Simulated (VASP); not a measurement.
A run of VASP 6.6.1 is set up as follows.

INCAR

```
SYSTEM = AlN
PREC     = Accurate       ! precision mode
ENCUT    = 520            ! plane-wave cutoff, eV
EDIFF    = 1E-7           ! SCF threshold, eV
ISMEAR   = 0              ! smearing method
SIGMA    = 0.05           ! smearing width, eV
LREAL    = .FALSE.        ! projectors in reciprocal space
LASPH    = .TRUE.         ! aspherical terms in the spheres
NELM     = 80             ! most SCF steps
ALGO     = Normal         ! electronic algorithm
ISIF     = 2              ! what is computed and relaxed
LWAVE    = .FALSE.        ! write WAVECAR
LCHARG   = .FALSE.        ! write CHGCAR
GGA      = PE             ! functional
NBANDS   = 16             ! bands
```

File KPOINTS:

```
Automatic mesh
0
G
  10 10 6
  0 0 0
```

The input POSCAR:

```
AlN
1.0
    2.9490933290      0.0000000000      0.0000000000
   -1.4745466645      2.5539897410      0.0000000000
    0.0000000000      0.0000000000      4.5226872199
Al N
2 2
Direct
    0.3333333333      0.6666666667     -0.0079049389
    0.6666666667      0.3333333333      0.4920950611
    0.3333333333      0.6666666667      0.3879049389
    0.6666666667      0.3333333333      0.8879049389
```

Potentials or basis: VASP PAW PBE potentials, release 64 (Al, N).

Launch:

```sh
$ cat potpaw_PBE.64/Al/POTCAR potpaw_PBE.64/N/POTCAR > POTCAR
$ mpirun -np 1 vasp_std > vasp.out
```

Problem. Predict the pressure.

Solution. 64.6 GPa.

Problem. Predict the band gap on the k mesh.

Solution. 5.13 eV, indirect (least direct gap 5.72 eV).

 A k mesh can miss the band edges.
